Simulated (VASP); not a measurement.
# HC12 in VASP: a series of runs, part 2 of 3

VASP 6.6.1.

## 3. Single point, LDA

INCAR

```
SYSTEM = HC12
  PREC = Accurate
  ENCUT = 520
  EDIFF = 1E-6
  ISMEAR = 0
  SIGMA = 0.05
  LREAL = Auto
  LASPH = .True.
  NELM = 60
  ALGO = Normal
  ISIF = 2
  LWAVE = .False.
  LCHARG = .False.
  LDIPOL = .True.
  IDIPOL = 3
  DIPOL = 0.5 0.5 0.292
  NBANDS = 68
```

KPOINTS

```
Automatic mesh
0
Gamma
  6 4 1
  0 0 0
```

POSCAR

```
HC12
1.0
    4.8892663280      0.0000000000      0.0000000000
   -2.4446331640      6.7739291692      0.0000000000
    0.0000000000      0.0000000000     22.7684096771
C H
24 2
Direct
    0.4020794403      0.3041588806      0.1756820110
    0.4020794403      0.8041588805      0.1756820110
    0.9020794403      0.3041588806      0.1756820110
    0.9020794403      0.8041588805      0.1756820110
    0.1630408159      0.3260816317      0.2059829668
    0.1630408159      0.8260816317      0.2059829668
    0.6630408159      0.3260816317      0.2059829668
    0.6630408159      0.8260816317      0.2059829668
    0.1846395683      0.3692791367      0.2666259491
    0.1846395683      0.8692791367      0.2666259491
    0.6846395683      0.3692791367      0.2666259491
    0.6846395683      0.8692791367      0.2666259491
    0.4461625696      0.3923265051      0.2960492075
    0.4461625696      0.8923265051      0.2960492075
    0.9461625696      0.3923265051      0.2960492075
    0.9461625696      0.8923265051      0.2960492075
    0.4715644646      0.4431294558      0.3591099590
    0.4715644646      0.9431294558      0.3591099590
    0.9715644646      0.4431294558      0.3591099590
    0.9715644646      0.9431294558      0.3591099590
    0.2327030006      0.4654044969      0.3851129614
    0.2327030006      0.9654044969      0.3851129614
    0.7327030006      0.4654044969      0.3851129614
    0.7327030006      0.9654044969      0.3851129614
    0.2327030006      0.8370293867      0.4189317485
    0.2327030006      1.0937796070      0.4189317485
```

Potentials or basis: VASP PAW LDA potentials, release 64 (C, H).

Run with:

```sh
cat potpaw_LDA.64/C/POTCAR potpaw_LDA.64/H/POTCAR > POTCAR
mpirun -np 1 vasp_std > vasp.out
```

OUTCAR:

```text
SYSTEM = HC12
   PREC = Accurate
   ENCUT = 520
   EDIFF = 1E-6
   ISMEAR = 0
   LREAL = Auto
   LASPH = .True.
   NELM = 60
   ISIF = 2

 ion  position               nearest neighbor table
   1  0.402  0.304  0.176-   5 1.41   7 1.41
   2  0.402  0.804  0.176-   8 1.41   6 1.41
   3  0.902  0.304  0.176-   7 1.41   5 1.41
   4  0.902  0.804  0.176-   6 1.41   8 1.41
   5  0.163  0.326  0.206-   1 1.41   3 1.41   9 1.41
   6  0.163  0.826  0.206-   4 1.41   2 1.41  10 1.41
   7  0.663  0.326  0.206-   3 1.41   1 1.41  11 1.41
   8  0.663  0.826  0.206-   2 1.41   4 1.41  12 1.41
   9  0.185  0.369  0.267-  13 1.40  15 1.40   5 1.41
  10  0.185  0.869  0.267-  14 1.40  16 1.40   6 1.41
[... 8 lines left out ...]
  19  0.972  0.443  0.359-  23 1.37  21 1.37  15 1.48
  20  0.972  0.943  0.359-  24 1.37  22 1.37  16 1.48
  21  0.233  0.465  0.385-  17 1.37  19 1.37
  22  0.233  0.965  0.385-  26 1.20  25 1.20  18 1.37  20 1.37
  23  0.733  0.465  0.385-  19 1.37  17 1.37
  24  0.733  0.965  0.385-  20 1.37  18 1.37
  25  0.233  0.837  0.419-  22 1.20
  26  0.233  0.094  0.419-  22 1.20

  LATTYP: Found a base centered orthorhombic cell.
 ALAT       =     4.8892663280
 B/A-ratio  =     2.7709389159
 C/A-ratio  =     4.6568151845

  Lattice vectors:

 A1 = (   2.4446331640,  -6.7739291692,   0.0000000000)
 A2 = (   2.4446331640,   6.7739291692,   0.0000000000)
 A3 = (   0.0000000000,   0.0000000000,  22.7684096771)

Analysis of symmetry for initial positions (statically):
=====================================================================
 Subroutine PRICEL returns:
 Original cell was already a primitive cell.

 Routine SETGRP: Setting up the symmetry group for a
 base centered orthorhombic supercell.

 Subroutine GETGRP returns: Found  1 space group operations
 (whereof  1 operations were pure point group operations)
 out of a pool of  8 trial point group operations.

[... 201 lines left out ...]
   IVDW    =     0    specifies the selected vdW correction
   LEPSILON=     F    determine dielectric tensor
   LRPA    =     F    only Hartree local field effects (RPA)
 non-spin polarized calculation
 Gauss-broadening in eV      SIGMA  =   0.05
  energy-cutoff  :      520.00
  volume of cell :      754.08
 maximum number of plane-waves:     20327
   NGX = 19   NGY = 27   NGZ = 85

 dipolmoment           0.000000      0.000000      0.026946 electrons x Angstroem

 number of electron      98.0000000 magnetization

 dipolmoment           0.000000      0.000000     -0.239809 electrons x Angstroem

 Free energy of the ion-electron system (eV)
  ---------------------------------------------------
  ext. energy  EPLUGINS =         0.00000000
  ---------------------------------------------------
  free energy    TOTEN  =      -224.12724059 eV

  energy without entropy =     -224.10665709  energy(sigma->0) =     -224.11694884

 E-fermi :  -3.3434     XC(G=0):  -3.8202

 val. band max:       -3.3770305044   @ k =   0.5000   0.5000   0.0000
 cond. band min:      -3.3429684703   @ k =   0.3333   0.0000   0.0000
 fundamental gap:      0.0340620341
 Fermi energy:        -3.3434395323

 k-point     1 :       0.0000    0.0000    0.0000
  band No.  band energies     occupation
      1     -22.3396      2.00000
      2     -21.9906      2.00000
      3     -20.7640      2.00000
      4     -20.3374      2.00000
      5     -18.3571      2.00000
      6     -17.9663      2.00000
[... 885 lines left out ...]
     60       2.2672      0.00000
     61       2.6584      0.00000
 [bands above 61 left out]

------------------------ aborting loop because EDIFF is reached ----------------------------------------

 vacuum level on the upper side and lower side of the slab       (xc-potential included)        -0.777         0.504

  FORCE on cell =-STRESS in cart. coord.  units (eV):
  Direction    XX          YY          ZZ          XY          YZ          ZX
  --------------------------------------------------------------------------------------
  -------------------------------------------------------------------------------------
  Total        7.4516902     -3.2276161      4.4027696      2.8911594      1.2484751      0.2209932
  in kB       15.8324575     -6.8576515      9.3544768      6.1427887      2.6526102      0.4695399
  external PRESSURE =       6.1097609 kB  Pullay stress =       0.0000000 kB

 VOLUME and BASIS-vectors are now :
 -----------------------------------------------------------------------------
  energy-cutoff  :      520.00
  volume of cell :      754.08
      direct lattice vectors                 reciprocal lattice vectors
     4.889266328  0.000000000  0.000000000     0.204529664  0.073812405  0.000000000
    -2.444633164  6.773929169  0.000000000     0.000000000  0.147624809  0.000000000
     0.000000000  0.000000000 22.768409677     0.000000000  0.000000000  0.043920503

 POSITION                                       TOTAL-FORCE (eV/Angst)
 -----------------------------------------------------------------------------------
      1.22232      2.06035      4.00000         0.004622      0.309668      1.772074
      0.00000      5.44732      4.00000         0.310704      0.331447      1.909720
      3.66695      2.06035      4.00000        -0.004078      0.277861      1.770071
      2.44463      5.44732      4.00000        -0.312943      0.353560      1.916075
      0.00000      2.20885      4.68990         0.002301     -0.701137     -3.417899
     -1.22232      5.59582      4.68990        -0.000144     -0.772093     -3.568095
[... 18 lines left out ...]
     -0.90848      5.66998      9.53841        -1.454598      0.818528     -0.390325
      0.90849      0.63526      9.53841         1.712352     -1.174206     -0.902607
 -----------------------------------------------------------------------------------
    total drift:                               -0.009537      0.010605      0.024315

  FREE ENERGIE OF THE ION-ELECTRON SYSTEM (eV)
  ---------------------------------------------------
  free  energy   TOTEN  =      -224.1272405899 eV

  energy  without entropy=     -224.1066570937  energy(sigma->0) =     -224.11694884

 vacuum level on the upper side and lower side of the slab         2.281         3.588
```

It took 37 min on 1 thread of Intel Xeon Platinum 8259CL at 2.50GHz (Skylake/Cascade Lake), shared host; peak memory 0.8 GiB.

What came out:

```yaml
Free_energy: -224.1272 eV
Largest_force: 6.799 eV/Å
Band_gap_on_the_k_mesh: zero (band 49 reaches -3.33 eV, above the bottom of band 50 at -3.34 eV)
```

Forces on the atoms (eV/Å):
```
C    0.005  0.310  1.772
C    0.311  0.331  1.910
C   -0.004  0.278  1.770
C   -0.313  0.354  1.916
C    0.002 -0.701 -3.418
C    0.000 -0.772 -3.568
C    0.002 -0.696 -3.390
C    0.002 -0.636 -3.139
C   -0.027  0.401  1.515
C   -0.038  0.367  1.271
C    0.022  0.399  1.490
C    0.035  0.250  1.157
C    0.032  0.000  0.092
C    0.590  0.159  1.006
C   -0.027  0.065  0.047
C   -0.651  0.128  0.971
C    0.016 -0.094 -0.336
C    3.465  0.522 -3.520
C    0.006 -0.146 -0.421
C   -3.308 -1.439 -3.371
C   -0.060  0.277  0.512
C   -0.548  0.723  6.739
C    0.027  0.181  0.297
C    0.204  0.095 -0.011
H   -1.455  0.819 -0.390
H    1.712 -1.174 -0.903
```

Levels at points of the mesh, in eV from the Fermi level:
| k point | band 47 | band 48 | band 49 | band 50 | band 51 | band 52 |
| --- | --- | --- | --- | --- | --- | --- |
| (0.00, 0.00, 0.00) | -0.29 | -0.27 | -0.25 | 0.16 | 0.33 | 0.64 |
| (0.50, 0.00, 0.00) | -0.15 | -0.09 | -0.04 | 0.00 | 0.07 | 0.10 |
| (0.00, 0.50, 0.00) | -0.40 | -0.29 | -0.27 | 0.28 | 0.38 | 0.54 |
| (0.50, 0.50, 0.00) | -0.15 | -0.10 | -0.03 | 0.01 | 0.07 | 0.11 |

## 4. Single point, LDA

INCAR

```
  ALGO = Normal
  DIPOL = 0.5 0.5 0.292
  EDIFF = 1E-7
  ENCUT = 520
  GGA = CA
  IDIPOL = 3
  ISIF = 2
  ISMEAR = 0
  LASPH = True
  LCHARG = False
  LDIPOL = True
  LREAL = Auto
  LWAVE = False
  NBANDS = 68
  NELM = 60
  PREC = Accurate
  SIGMA = 0.05
```

KPOINTS

```
k-points
0
Gamma
  6 4 1
```

Edit POSCAR of step 3 so:

```diff
@@ -32,3 +32,3 @@
     0.7327030006      0.9654044969      0.3851129614
-    0.2327030006      0.8370293867      0.4189317485
-    0.2327030006      1.0937796070      0.4189317485
+    0.2327030006      0.8102296071      0.4189317485
+    0.2327030006      1.1205793867      0.4189317485
```

Run with:

```sh
cat potpaw_LDA.64/C/POTCAR potpaw_LDA.64/H/POTCAR > POTCAR
mpirun -np 1 vasp_std > vasp.out
```

Run time: 39 min. Hardware: 1 thread of Intel Xeon Platinum 8488C (Sapphire Rapids), shared host; peak memory 0.8 GiB.

The run converged. Its results:

```
Free energy            : -223.2369 eV
Largest force          : 7.430 eV/Å
Band gap on the k mesh : zero (band 49 reaches -3.39 eV, above the bottom of band 50 at -3.39 eV)
```

Forces on the atoms (eV/Å):
```
C    0.004  0.318  1.799
C    0.295  0.324  1.928
C   -0.006  0.286  1.800
C   -0.300  0.369  1.942
C   -0.004 -0.719 -3.462
C    0.000 -0.778 -3.604
C    0.014 -0.708 -3.415
C    0.005 -0.640 -3.171
C   -0.042  0.403  1.532
C   -0.049  0.378  1.311
C    0.037  0.397  1.483
C    0.043  0.248  1.165
C    0.058  0.010  0.102
C    0.592  0.177  0.905
C   -0.053  0.051  0.038
C   -0.638  0.045  0.891
C    0.041 -0.075 -0.400
C    3.125  0.479 -3.178
C   -0.002 -0.196 -0.539
C   -3.006 -1.329 -3.066
C   -0.139  0.400  0.718
C   -0.645  0.950  7.341
C    0.062  0.187  0.286
C    0.253  0.121 -0.149
H   -1.668  2.035 -0.913
H    2.023 -2.733 -1.346
```

Levels at points of the mesh, in eV from the Fermi level:
```
           k point  band 45  band 46  band 47  band 48  band 49  band 50  band 51  band 52  band 53  band 54
(0.00, 0.00, 0.00)    -0.60    -0.43    -0.29    -0.27    -0.24     0.14     0.31     0.65     0.68     0.75
(0.50, 0.00, 0.00)    -1.43    -0.18    -0.14    -0.09    -0.05     0.01     0.07     0.10     1.08     2.78
(0.00, 0.50, 0.00)    -0.45    -0.42    -0.39    -0.29    -0.27     0.27     0.38     0.53     0.82     0.82
(0.50, 0.50, 0.00)    -1.44    -0.23    -0.14    -0.11    -0.03     0.01     0.08     0.11     1.14     2.77
```

## 5. Single point, LDA

INCAR

```
ALGO = Normal
DIPOL = 0.5 0.5 0.294
EDIFF = 1E-7
ENCUT = 520
GGA = CA
IDIPOL = 3
ISIF = 2
ISMEAR = 0
LASPH = True
LCHARG = False
LDIPOL = True
LREAL = Auto
LWAVE = False
NBANDS = 68
NELM = 80
PREC = Accurate
SIGMA = 0.05
```

KPOINTS is that of step 4.

Edit POSCAR of step 4 so:

```diff
@@ -32,3 +32,3 @@
     0.7327030006      0.9654044969      0.3851129614
-    0.2327030006      0.8102296071      0.4189317485
-    0.2327030006      1.1205793867      0.4189317485
+    0.2327030006      0.8102296071      0.4470408703
+    0.2327030006      1.1205793867      0.4470408703
```

Potentials or basis: VASP PAW LDA potentials, release 64 (C, H).

Run with:

```sh
cat potpaw_LDA.64/C/POTCAR potpaw_LDA.64/H/POTCAR > POTCAR
mpirun -np 1 vasp_std > vasp.out
```

OUTCAR:

```text
EDIFF = 1E-7
   ENCUT = 520
   GGA = CA
   ISIF = 2
   ISMEAR = 0
   LASPH = True
   LREAL = Auto
   NELM = 80
   PREC = Accurate

 ion  position               nearest neighbor table
   1  0.402  0.304  0.176-   5 1.41   7 1.41
   2  0.402  0.804  0.176-   8 1.41   6 1.41
   3  0.902  0.304  0.176-   7 1.41   5 1.41
   4  0.902  0.804  0.176-   6 1.41   8 1.41
   5  0.163  0.326  0.206-   1 1.41   3 1.41   9 1.41
   6  0.163  0.826  0.206-   4 1.41   2 1.41  10 1.41
   7  0.663  0.326  0.206-   3 1.41   1 1.41  11 1.41
   8  0.663  0.826  0.206-   2 1.41   4 1.41  12 1.41
   9  0.185  0.369  0.267-  13 1.40  15 1.40   5 1.41
  10  0.185  0.869  0.267-  14 1.40  16 1.40   6 1.41
[... 8 lines left out ...]
  19  0.972  0.443  0.359-  23 1.37  21 1.37  15 1.48
  20  0.972  0.943  0.359-  24 1.37  22 1.37  16 1.48
  21  0.233  0.465  0.385-  17 1.37  19 1.37
  22  0.233  0.965  0.385-  18 1.37  20 1.37
  23  0.733  0.465  0.385-  19 1.37  17 1.37
  24  0.733  0.965  0.385-  20 1.37  18 1.37
  25  0.233  0.810  0.447-
  26  0.233  0.121  0.447-

  LATTYP: Found a base centered orthorhombic cell.
 ALAT       =     4.8892663280
 B/A-ratio  =     2.7709389159
[... 258 lines left out ...]
      5     -18.0714      2.00000
      6     -17.8845      2.00000
[... 885 lines left out ...]
     60       2.0925      0.00000
     61       2.4153      0.00000
 [bands above 61 left out]

------------------------ aborting loop because EDIFF is reached ----------------------------------------

 vacuum level on the upper side and lower side of the slab       (xc-potential included)        -0.626         0.568

  FORCE on cell =-STRESS in cart. coord.  units (eV):
  Direction    XX          YY          ZZ          XY          YZ          ZX
  --------------------------------------------------------------------------------------
  -------------------------------------------------------------------------------------
  Total        4.4289932     -5.8215125     -3.5641634      2.1211159      0.0598769      0.0271816
  in kB        9.4101934    -12.3688514     -7.5727069      4.5066927      0.1272193      0.0577522
  external PRESSURE =      -3.5104550 kB  Pullay stress =       0.0000000 kB

 VOLUME and BASIS-vectors are now :
 -----------------------------------------------------------------------------
  energy-cutoff  :      520.00
  volume of cell :      754.08
      direct lattice vectors                 reciprocal lattice vectors
     4.889266328  0.000000000  0.000000000     0.204529664  0.073812405  0.000000000
    -2.444633164  6.773929169  0.000000000     0.000000000  0.147624809  0.000000000
     0.000000000  0.000000000 22.768409677     0.000000000  0.000000000  0.043920503

 POSITION                                       TOTAL-FORCE (eV/Angst)
 -----------------------------------------------------------------------------------
      1.22232      2.06035      4.00000         0.040792      0.312353      1.879818
      0.00000      5.44732      4.00000         0.272962      0.324258      2.073886
      3.66695      2.06035      4.00000        -0.043989      0.356839      1.868100
      2.44463      5.44732      4.00000        -0.276752      0.435769      2.078371
      0.00000      2.20885      4.68990        -0.012777     -0.758639     -3.551531
     -1.22232      5.59582      4.68990        -0.007227     -0.830847     -3.832346
[... 18 lines left out ...]
     -0.84297      5.48844     10.17841        -0.741090      1.154793     -2.132174
      0.84297      0.81680     10.17841         0.837912     -1.730683     -2.642540
 -----------------------------------------------------------------------------------
    total drift:                               -0.009992      0.011070      0.023518

  FREE ENERGIE OF THE ION-ELECTRON SYSTEM (eV)
  ---------------------------------------------------
  free  energy   TOTEN  =      -220.5363033603 eV

  energy  without entropy=     -220.5154911342  energy(sigma->0) =     -220.52589725

 vacuum level on the upper side and lower side of the slab         2.370         3.608
```

It took 41 min on 1 thread of Intel Xeon Platinum 8488C (Sapphire Rapids), shared host; peak memory 0.8 GiB.

Results:

```
Free energy            : -220.5363 eV
Largest force          : 6.522 eV/Å
Band gap on the k mesh : zero (band 49 reaches -3.38 eV, above the bottom of band 50 at -3.39 eV)
```

Forces in eV/Å, atoms in the order of the input:
```
C    0.041  0.312  1.880
C    0.273  0.324  2.074
C   -0.044  0.357  1.868
C   -0.277  0.436  2.078
C   -0.013 -0.759 -3.552
C   -0.007 -0.831 -3.832
C    0.029 -0.727 -3.415
C    0.014 -0.660 -3.213
C   -0.045  0.381  1.517
C   -0.054  0.350  1.340
C    0.049  0.380  1.461
C    0.045  0.290  1.190
C    0.053  0.068  0.168
C    0.319  0.397  0.748
C   -0.050  0.038  0.108
C   -0.311  0.008  0.764
C    0.062  0.006 -0.353
C    1.857  0.171 -1.623
C   -0.012 -0.157 -0.469
C   -1.827 -0.635 -1.492
C   -0.154  0.292  0.731
C   -0.293  0.322  6.507
C    0.074  0.121  0.275
C    0.173  0.091  0.014
H   -0.741  1.155 -2.132
H    0.838 -1.731 -2.643
```

[end of part 2 of 3]
